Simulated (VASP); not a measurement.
Input of a VASP 6.6.1 run:

The input INCAR:

```
SYSTEM = AgCl
PREC = Accurate
ENCUT = 520
EDIFF = 1E-7
ISMEAR = -1
SIGMA = 0.02
LREAL = .False.
LASPH = .True.
NELM = 100
ALGO = Normal
ISIF = 2
LWAVE = .False.
LCHARG = .False.
GGA = PE
NBANDS = 16
```

The input KPOINTS:

```
regular mesh
0
Gamma
  8 8 8
  0 0 0
```

POSCAR

```
AgCl
1.0
    3.3955880419      0.0000000000      0.0000000000
    0.0000000000      3.3955880419      0.0000000000
    0.0000000000      0.0000000000      3.1966065826
Ag Cl
1 1
Direct
    0.0000000000      0.0000000000      0.0000000000
    0.5000000000      0.5000000000      0.5000000000
```

Potentials or basis: VASP PAW PBE potentials, release 64 (Ag, Cl).

Run with:

```console
$ cat potpaw_PBE.64/Ag/POTCAR potpaw_PBE.64/Cl/POTCAR > POTCAR
$ mpirun -np 1 vasp_std > vasp.out
```

Q: Predict the pressure.

A: 5.4 GPa.

Q: What does it give for the band gap on the k mesh?

A: 0.49 eV, indirect (least direct gap 1.95 eV).

Stress tensor (GPa, compression positive):
```
4.17 0.00 0.00
0.00 4.17 0.00
0.00 0.00 7.93
```

Caveat: the cell differs from its parent crystal (uniaxial z strain -5.9%). A k mesh can miss the band edges.
